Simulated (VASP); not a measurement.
Nb, 1 atom in the cell. The structure is cubic, space group Im-3m (No. 229). Conventional cell: a = 3.244 Å, b = 3.244 Å, c = 3.244 Å, α = 90.00°, β = 90.00°, γ = 90.00°. Nb (site symmetry m-3m) has 14 Nb at 2.81 to 3.24 Å within 3.7 Å. 

* Program: VASP 6.6.1
* Task: single point
* Functional: r2SCAN
* Potentials or basis: VASP PAW PBE potentials, release 64 (Nb_sv)
* Cutoff: 520 eV
* k mesh: 8 × 8 × 8
* Occupations: methfessel-paxton, width 0.025 eV
* Spin: no spin polarisation
* Dipole correction: no
* Further INCAR settings: ALGO = Normal; EDIFF = 1e-06; NBANDS = 12

Potentials or basis: VASP PAW PBE potentials, release 64 (Nb_sv).

The run is started by

```console
$ cat potpaw_PBE.64/Nb_sv/POTCAR > POTCAR
$ cp INCAR.step1 INCAR
$ mpirun -np 1 vasp_std > vasp.out
$ cp INCAR.step2 INCAR
$ mpirun -np 1 vasp_std > vasp.out
```

Hardware: 1 thread of Intel(R) Xeon(R) Platinum 8375C CPU @ 2.90GHz (Ice Lake), with other jobs on the host.

Question: Estimate the wall time of this run.

Answer: It took 15 s on 1 thread of Intel(R) Xeon(R) Platinum 8375C CPU @ 2.90GHz (Ice Lake), with other jobs on the host, peak memory 0.14 GiB. Counts: k points 29.
